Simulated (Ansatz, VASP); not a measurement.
**One calculation of ZnO, two programs**

```
Zn O
1.0
     3.22554    0.00000    0.00000
    -1.61277    2.79340    0.00000
     0.00000    0.00000    5.19540
Zn O
2 2
Direct
  0.33333 0.66667 0.00170
  0.66667 0.33333 0.50170
  0.33333 0.66667 0.38130
  0.66667 0.33333 0.88130
```

Alike in both runs: functional r2SCAN; dispersion rVV10; k mesh 9 × 9 × 6; occupations gaussian, width 0.02 eV; no spin polarisation.

Ansatz relaxed the structure, and its values are those at the end. VASP's run is a single point on that final structure, the one shown.

|  | VASP | Ansatz |
| --- | --- | --- |
| version | VASP 6.6.1 | Ansatz 0.2.0 |
| potentials or method | VASP PAW PBE potentials, release 64 (Zn, O), cutoff 520 eV | scalar-relativistic, plane waves, PAW |
| valence electrons in the cell | 36 | 36 |

```tsv
	VASP	Ansatz	Ansatz less VASP
gap on the k mesh at the Fermi level (eV)	1.19	1.19	+0.001
least direct gap on the mesh (eV)	1.19	1.19	+0.001
pressure (GPa)	1.1	0.0	-1.06
rms of the force components (eV/Å)	0.005	0.000	-0.0049
```

VASP's potentials were made for PBE, not for r2SCAN.
